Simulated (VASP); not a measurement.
Ru4S, 5 atoms in the cell. The cell holds a slab with vacuum, 5 atoms: a = 2.720 Å, b = 2.720 Å, c = 21.866 Å, α = 90.00°, β = 90.00°, γ = 120.00°. 

* Program: VASP 6.6.1
* Task: single point
* Functional: PBE
* Potentials or basis: VASP PAW PBE potentials, release 64 (Ru_pv, S)
* Cutoff: 520 eV
* k mesh: 12 × 12 × 1
* Occupations: gaussian, width 0.1 eV
* Spin: no spin polarisation
* Dipole correction: yes
* Further INCAR settings: ALGO = Fast; EDIFF = 1e-06; NBANDS = 39

Potentials or basis: VASP PAW PBE potentials, release 64 (Ru_pv, S).

The run is started by

```sh
$ cat potpaw_PBE.64/Ru_pv/POTCAR potpaw_PBE.64/S/POTCAR > POTCAR
$ mpirun -np 1 vasp_std > vasp.out
```

Hardware: 1 thread of Oxide Virtual Turin-like Processor, with other jobs on the host.

Question: How long does it take, and how much memory?

Answer: Wall time 3.6 min on 1 thread of Oxide Virtual Turin-like Processor, on a shared host, peak memory 0.25 GiB. Counts: scf iterations 30, k points 19.
